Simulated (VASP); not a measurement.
# Ba13Sr4 in VASP: single point with PBEsol

Aim: the single point of Ba13Sr4 with PBEsol.

Everything below comes from runs of VASP 6.6.1. Logs are shortened: lines on timing, memory, paths and dates and some standing lists are left out, and cuts for length are marked.

**1. The cell of the first run**

The cell holds a slab with vacuum, 17 atoms: a = 10.026 Å, b = 10.026 Å, c = 20.519 Å, α = 90.00°, β = 90.00°, γ = 90.00°.

**2. Single point, PBEsol**

Input file INCAR:

```
SYSTEM = Ba13Sr4
PREC = Accurate
ENCUT = 520
EDIFF = 1E-7
ISMEAR = -1
SIGMA = 0.05
LREAL = Auto
LASPH = .True.
NELM = 100
ALGO = Normal
ISIF = 2
LWAVE = .False.
LCHARG = .False.
GGA = PS
NBANDS = 99
```

Input file KPOINTS:

```
Automatic mesh
0
Gamma
  2 2 1
  0 0 0
```

Input file POSCAR:

```
Ba13Sr4
1.0
   10.0256420000      0.0000000000      0.0000000000
    0.0000000000     10.0256420000      0.0000000000
    0.0000000000      0.0000000000     20.5192320000
Ba Sr
13 4
Direct
    0.2398316314      0.7606967534      0.3913685598
    0.2398840551      0.2393723539      0.3914118529
    0.5000000000      0.0000000000      0.0487348000
    0.2551552309      0.2550165084      0.1682691103
    0.2551494741      0.7450860556      0.1682937710
    0.5027842699      0.4999880568      0.2863301136
    0.7475308941      0.7482246892      0.1674893370
    0.7474572320      0.2517874891      0.1674825161
    0.0041833109     -0.0002105610      0.2676445739
    0.7644991960      0.2375659705      0.3922404685
    0.7645939288      0.7625065343      0.3921906692
    0.0000000000      0.5000000000      0.0487348000
    0.5026208349      0.4999014320      0.5020412279
    0.0000000000      0.0000000000      0.0487348000
   -0.0005930357      0.4999465636      0.2713516149
    0.5007766337     -0.0000061093      0.2720177794
    0.5000000000      0.5000000000      0.0487348000
```

Potentials or basis: VASP PAW PBE potentials, release 64 (Ba_sv, Sr_sv).

Command:

```bash
> cat potpaw_PBE.64/Ba_sv/POTCAR potpaw_PBE.64/Sr_sv/POTCAR > POTCAR
> mpirun -np 1 vasp_std > vasp.out
```

OUTCAR:

```text
SYSTEM = Ba13Sr4
   PREC = Accurate
   ENCUT = 520
   EDIFF = 1E-7
   ISMEAR = -1
   LREAL = Auto
   LASPH = .True.
   NELM = 100
   ISIF = 2
   GGA = PS

 ion  position               nearest neighbor table
   1  0.240  0.761  0.391-   9 4.22   6 4.29  16 4.31  15 4.33  13 4.35   5 4.58
   2  0.240  0.239  0.391-   9 4.22   6 4.29  16 4.31  15 4.33  13 4.35   4 4.58
   3  0.500  0.000  0.049-   8 4.30   7 4.30   5 4.31   4 4.31  16 4.58
   4  0.255  0.255  0.168-   9 4.13  15 4.13  16 4.14   6 4.25  17 4.25   3 4.31  12 4.31  14 4.37
                             2 4.58
   5  0.255  0.745  0.168-   9 4.12  15 4.13  16 4.14   6 4.25  17 4.25   3 4.31  12 4.31  14 4.37
                             1 4.58
   6  0.503  0.500  0.286-   4 4.25   5 4.25   8 4.26   7 4.26   2 4.29   1 4.29  10 4.30  11 4.31
                            13 4.43  17 4.88
   7  0.748  0.748  0.167-  16 4.13  15 4.14   9 4.15   6 4.26  17 4.28   3 4.30  12 4.31  14 4.33
                            11 4.62
   8  0.747  0.252  0.167-  16 4.13  15 4.14   9 4.15   6 4.26  17 4.28   3 4.30  12 4.31  14 4.33
                            10 4.62
   9  0.004  1.000  0.268-   5 4.12   4 4.13   7 4.15   8 4.15   1 4.22   2 4.22  11 4.24  10 4.24
                            14 4.49
  10  0.764  0.238  0.392-   9 4.24   6 4.30  15 4.32  16 4.33  13 4.35   8 4.62
  11  0.765  0.763  0.392-   9 4.24   6 4.31  15 4.32  16 4.33  13 4.35   7 4.62
  12  0.000  0.500  0.049-   7 4.31   8 4.31   4 4.31   5 4.31  15 4.57
  13  0.503  0.500  0.502-  10 4.35  11 4.35   2 4.35   1 4.35   6 4.43
  14  0.000  0.000  0.049-   7 4.33   8 4.33   5 4.37   4 4.37   9 4.49
  15  0.999  0.500  0.271-   4 4.13   5 4.13   8 4.14   7 4.14  11 4.32  10 4.32   2 4.33   1 4.33
                            12 4.57
  16  0.501  1.000  0.272-   8 4.13   7 4.13   5 4.14   4 4.14   1 4.31   2 4.31  11 4.33  10 4.33
                             3 4.58
  17  0.500  0.500  0.049-   4 4.25   5 4.25   8 4.28   7 4.28   6 4.88

  LATTYP: Found a simple tetragonal cell.
 ALAT       =    10.0256420000
 C/A-ratio  =     2.0466751157

  Lattice vectors:

 A1 = (  10.0256420000,   0.0000000000,   0.0000000000)
 A2 = (   0.0000000000,  10.0256420000,   0.0000000000)
 A3 = (   0.0000000000,   0.0000000000,  20.5192320000)

Analysis of symmetry for initial positions (statically):
=====================================================================
 Subroutine PRICEL returns:
 Original cell was already a primitive cell.

 Routine SETGRP: Setting up the symmetry group for a
 simple tetragonal supercell.

 Subroutine GETGRP returns: Found  1 space group operations
 (whereof  1 operations were pure point group operations)
 out of a pool of 16 trial point group operations.

The static configuration has the point symmetry C_1 .

Analysis of symmetry for dynamics (positions and initial velocities):
=====================================================================
 Subroutine PRICEL returns:
 Original cell was already a primitive cell.

 Routine SETGRP: Setting up the symmetry group for a
 simple tetragonal supercell.

 Subroutine GETGRP returns: Found  1 space group operations
 (whereof  1 operations were pure point group operations)
 out of a pool of 16 trial point group operations.

The dynamic configuration has the point symmetry C_1 .

 Subroutine INISYM returns: Found  1 space group operations
 (whereof  1 operations are pure point group operations),
 and found     1 'primitive' translations

----------------------------------------------------------------------------------------

                                     Primitive cell

  volume of cell :    2062.4598

  direct lattice vectors                    reciprocal lattice vectors
    10.025642000  0.000000000  0.000000000     0.099744236  0.000000000  0.000000000
     0.000000000 10.025642000  0.000000000     0.000000000  0.099744236  0.000000000
     0.000000000  0.000000000 20.519232000     0.000000000  0.000000000  0.048734767

  length of vectors
    10.025642000 10.025642000 20.519232000     0.099744236  0.099744236  0.048734767

  position of ions in fractional coordinates (direct lattice)
     0.239831631  0.760696753  0.391368560
     0.239884055  0.239372354  0.391411853
     0.500000000  0.000000000  0.048734800
     0.255155231  0.255016508  0.168269110
     0.255149474  0.745086056  0.168293771
     0.502784270  0.499988057  0.286330114
[... 9 lines left out ...]
     0.500776634  0.999993891  0.272017779
     0.500000000  0.500000000  0.048734800

  ion indices of the primitive-cell ions
   primitive index   ion index
                 1           1
                 2           2
                 3           3
                 4           4
                 5           5
                 6           6
[... 9 lines left out ...]
                16          16
                17          17

----------------------------------------------------------------------------------------

 KPOINTS: Automatic mesh

Automatic generation of k-mesh.
 Grid dimensions read from file:
 generate k-points for:    2    2    1

 Generating k-lattice:

  Cartesian coordinates                     Fractional coordinates (reciprocal lattice)
     0.049872118  0.000000000  0.000000000     0.500000000  0.000000000  0.000000000
     0.000000000  0.049872118  0.000000000     0.000000000  0.500000000  0.000000000
     0.000000000  0.000000000  0.048734767     0.000000000  0.000000000  1.000000000

  Length of vectors
     0.049872118  0.049872118  0.048734767

  Shift w.r.t. Gamma in fractional coordinates (k-lattice)
     0.000000000  0.000000000  0.000000000

 Subroutine IBZKPT returns following result:
 ===========================================

 Found      4 irreducible k-points:

 Following reciprocal coordinates:
            Coordinates               Weight
  0.000000  0.000000  0.000000      1.000000
  0.500000  0.000000  0.000000      1.000000
  0.000000  0.500000  0.000000      1.000000
  0.500000  0.500000  0.000000      1.000000
   k-points           NKPTS =      4   k-points in BZ     NKDIM =      4   number of bands    NBANDS=     99
   number of dos      NEDOS =    301   number of ions     NIONS =     17
   total plane-waves  NPLWV = ******
   dimension x,y,z NGX =    80 NGY =   80 NGZ =  160
   dimension x,y,z NGXF=   160 NGYF=  160 NGZF=  320
   ions per type =              13   4
   NGX,Y,Z   is equivalent  to a cutoff of  13.27, 13.27, 12.96 a.u.
   NGXF,Y,Z  is equivalent  to a cutoff of  26.53, 26.53, 25.93 a.u.
 SYSTEM =  Ba13Sr4
   PREC   = accura    normal or accurate (medium, high low for compatibility)
   ISTART =      0    job   : 0-new  1-cont  2-samecut
   ICHARG =      2    charge: 1-file 2-atom 10-const
   ISPIN  =      1    spin polarized calculation?
   LNONCOLLINEAR =      F non collinear calculations
   LSORBIT =      F    spin-orbit coupling
   LASPH  =      T    aspherical Exc in radial PAW
   ENCUT  =  520.0 eV  38.22 Ry    6.18 a.u.  18.64 18.64 38.15*2*pi/ulx,y,z
   NELM   =    100;   NELMIN=  2; NELMDL= -5     # of ELM steps
   EDIFF  = 0.1E-06   stopping-criterion for ELM
   LREAL  =      T    real-space projection
   EDIFFG = 0.1E-05   stopping-criterion for IOM
   NSW    =      0    number of steps for IOM
   IBRION =     -1    ionic relax: 0-MD 1-quasi-New 2-CG
   NFREE  =      0    steps in history (QN), initial steepest desc. (CG)
   ISIF   =      2    stress and relaxation
   ISYM   =      2    0-nonsym 1-usesym 2-fastsym
   POTIM  = 0.5000    time-step for ionic-motion
   TEBEG  =    0.0;   TEEND  =   0.0 temperature during run
   PSTRESS=    0.0 pullay stress
   NELECT =     170.0000    total number of electrons
   NUPDOWN=      -1.0000    fix difference up-down
   EMIN   =  10.00;   EMAX   =-10.00  energy-range for DOS
   EFERMI =   0.00;   METHOD = LEGACY
   ISMEAR =    -1;   SIGMA  =   0.05  broadening in eV -4-tet -1-fermi 0-gaus
   EFERMI_NEDOS =   21; number of points for ismear=-14 and -15
   IALGO  =     38    algorithm
   IMIX   =      4    mixing-type and parameters
     AMIX     =   0.40;   BMIX     =  1.00
     AMIX_MAG =   1.60;   BMIX_MAG =  1.00
  volume/ion in A,a.u.               =     121.32       818.72
  Fermi-wavevector in a.u.,A,eV,Ry     =   0.712464  1.346361  6.906376  0.507604
  Thomas-Fermi vector in A             =   1.799845
   LORBIT       =      0    0 simple, 1 ext, 2 COOP (PROOUT), +10 PAW based schemes
   GGA     = PS    functional components
   LHFCALC =     F    Hartree Fock is set to
   AEXX    =    0.0000 exact exchange contribution
   IVDW    =     0    specifies the selected vdW correction
   LEPSILON=     F    determine dielectric tensor
   LRPA    =     F    only Hartree local field effects (RPA)
 non-spin polarized calculation
  energy-cutoff  :      520.00
  volume of cell :     2062.46
 maximum number of plane-waves:     55681
 NGX is ok and might be reduce to    80
   NGX = 37   NGY = 37   NGZ = 77

 number of electron     169.9999999 magnetization

 Free energy of the ion-electron system (eV)
  ---------------------------------------------------
  ext. energy  EPLUGINS =         0.00000000
  ---------------------------------------------------
  free energy    TOTEN  =       -29.95087377 eV

  energy without entropy =      -29.70926694  energy(sigma->0) =      -29.83007036

 E-fermi :  -0.3042     XC(G=0):  -4.5875

 val. band max:       -0.3327723167   @ k =   0.5000   0.5000   0.0000
 cond. band min:      -0.3037926974   @ k =   0.5000   0.5000   0.0000
 fundamental gap:      0.0289796193
 Fermi energy:        -0.3041842959

 k-point     1 :       0.0000    0.0000    0.0000
  band No.  band energies     occupation
      1     -37.5617      2.00000
      2     -37.5611      2.00000
      3     -36.7513      2.00000
      4     -36.7482      2.00000
      5     -30.1046      2.00000
      6     -29.8925      2.00000
[... 89 lines left out ...]
     96       0.3065      0.00001
     97       0.3165      0.00001

 k-point     2 :       0.5000    0.0000    0.0000
  band No.  band energies     occupation
      1     -37.5617      2.00000
      2     -37.5611      2.00000
      3     -36.7513      2.00000
      4     -36.7482      2.00000
      5     -30.1046      2.00000
      6     -29.8925      2.00000
[... 89 lines left out ...]
     96       0.2081      0.00007
     97       0.2203      0.00006

 k-point     3 :       0.0000    0.5000    0.0000
  band No.  band energies     occupation
      1     -37.5617      2.00000
      2     -37.5611      2.00000
      3     -36.7513      2.00000
      4     -36.7482      2.00000
      5     -30.1046      2.00000
      6     -29.8925      2.00000
[... 89 lines left out ...]
     96       0.2084      0.00007
     97       0.2233      0.00005

 k-point     4 :       0.5000    0.5000    0.0000
  band No.  band energies     occupation
      1     -37.5617      2.00000
      2     -37.5611      2.00000
      3     -36.7513      2.00000
      4     -36.7482      2.00000
      5     -30.1046      2.00000
      6     -29.8925      2.00000
[... 89 lines left out ...]
     96       0.1158      0.00045
     97       0.2342      0.00004
 [bands above 97 left out]

------------------------ aborting loop because EDIFF is reached ----------------------------------------

  FORCE on cell =-STRESS in cart. coord.  units (eV):
  Direction    XX          YY          ZZ          XY          YZ          ZX
  --------------------------------------------------------------------------------------
  -------------------------------------------------------------------------------------
  Total       -5.8232892     -5.8734333      0.3801151     -0.0005621      0.0015388     -0.0880971
  in kB       -4.5236964     -4.5626498      0.2952842     -0.0004367      0.0011954     -0.0684363
  external PRESSURE =      -2.9303540 kB  Pullay stress =       0.0000000 kB

 VOLUME and BASIS-vectors are now :
 -----------------------------------------------------------------------------
  energy-cutoff  :      520.00
  volume of cell :     2062.46
      direct lattice vectors                 reciprocal lattice vectors
    10.025642000  0.000000000  0.000000000     0.099744236  0.000000000  0.000000000
     0.000000000 10.025642000  0.000000000     0.000000000  0.099744236  0.000000000
     0.000000000  0.000000000 20.519232000     0.000000000  0.000000000  0.048734767

 POSITION                                       TOTAL-FORCE (eV/Angst)
 -----------------------------------------------------------------------------------
      2.40447      7.62647      8.03058         0.003416     -0.003243      0.028350
      2.40499      2.39986      8.03147         0.001456      0.000628      0.025980
      5.01282      0.00000      1.00000        -0.009743     -0.000006     -0.116335
      2.55809      2.55670      3.45275        -0.013787     -0.014529     -0.004521
      2.55804      7.46997      3.45326        -0.013023      0.011470     -0.005930
      5.04074      5.01270      5.87527         0.015606      0.000564     -0.001142
[... 9 lines left out ...]
      5.02061     10.02558      5.58160         0.005827      0.000609      0.002568
      5.01282      5.01282      1.00000         0.014086      0.000472      0.067522
 -----------------------------------------------------------------------------------
    total drift:                               -0.000890      0.000029      0.002058

  FREE ENERGIE OF THE ION-ELECTRON SYSTEM (eV)
  ---------------------------------------------------
  free  energy   TOTEN  =       -29.9508737732 eV

  energy  without entropy=      -29.7092669374  energy(sigma->0) =      -29.83007036
```

It took 50 min on 1 thread of AMD EPYC 7R43 (Zen 3), shared host; peak memory 2 GiB.

Results:

* Free energy: -29.9509 eV
* Largest force: 0.117 eV/Å
* Band gap on the k mesh: zero (band 85 reaches -0.24 eV, above the bottom of band 86 at -0.35 eV)

Forces in eV/Å, atoms in the order of the input:
```
Ba   0.003 -0.003  0.028
Ba   0.001  0.001  0.026
Ba  -0.010  0.000 -0.116
Ba  -0.014 -0.015 -0.005
Ba  -0.013  0.011 -0.006
Ba   0.016  0.001 -0.001
Ba   0.004 -0.001  0.019
Ba   0.006 -0.001  0.020
Ba  -0.031  0.005 -0.045
Ba  -0.003 -0.003  0.002
Ba  -0.005  0.000  0.004
Ba   0.003  0.000 -0.113
Ba   0.000  0.002  0.010
Sr   0.019  0.000  0.101
Sr   0.003  0.001  0.006
Sr   0.006  0.001  0.003
Sr   0.014  0.000  0.068
```

Levels at points of the mesh, in eV from the Fermi level:
```tsv
k point	band 82	band 83	band 84	band 85	band 86	band 87	band 88	band 89
(0.00, 0.00, 0.00)	-0.43	-0.41	-0.16	0.03	0.04	0.22	0.27	0.27
(0.50, 0.00, 0.00)	-0.25	-0.25	-0.22	-0.18	-0.05	0.08	0.11	0.20
(0.00, 0.50, 0.00)	-0.25	-0.25	-0.22	-0.18	-0.05	0.08	0.11	0.20
(0.50, 0.50, 0.00)	-0.07	-0.03	0.00	0.06	0.09	0.09	0.12	0.12
```

Caveat: the PAW data sets were made with another functional, which shifts forces and pressure a little; spin-orbit coupling is left out, which moves the levels of the heavy elements.
